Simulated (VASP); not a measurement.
A run of VASP 6.6.1 is set up as follows.

Contents of INCAR:

```
SYSTEM = TiCdTe3
PREC = Accurate
ENCUT = 500
EDIFF = 1E-6
ISMEAR = 0
SIGMA = 0.05
LREAL = .False.
LASPH = .True.
NELM = 120
ALGO = Normal
ISIF = 2
LWAVE = .False.
LCHARG = .False.
GGA = PE
NBANDS = 29
GGA_COMPAT = .False.
```

The input KPOINTS:

```
Automatic mesh
0
Gamma
  4 4 4
  0 0 0
```

Contents of POSCAR:

```
TiCdTe3
1.0
    5.5746467111      0.0000000000      0.0000000000
    0.0000000000      5.5746467111      0.0000000000
    0.0000000000      0.0000000000      5.5746467111
Cd Ti Te
1 1 3
Direct
    0.0000000000      0.0000000000      0.0000000000
    0.5000000000      0.5000000000      0.5000000000
    0.5000000000      0.5000000000      0.0000000000
    0.5000000000      0.0000000000      0.5000000000
    0.0000000000      0.5000000000      0.5000000000
```

Potentials or basis: VASP PAW PBE potentials, release 64 (Cd, Ti_sv, Te).

The run is started by

```bash
$ cat potpaw_PBE.64/Cd/POTCAR potpaw_PBE.64/Ti_sv/POTCAR potpaw_PBE.64/Te/POTCAR > POTCAR
$ mpirun -np 1 vasp_std > vasp.out
```

(1) What does it give for the band gap on the k mesh?

(2) Predict the pressure.

Answers

(1) zero (bands 21 and 22 overlap by 0.84 eV).

(2) -3.3 GPa.

Caveat: the cell stands under tension; spin-orbit coupling is left out, which moves the levels of the heavy elements.
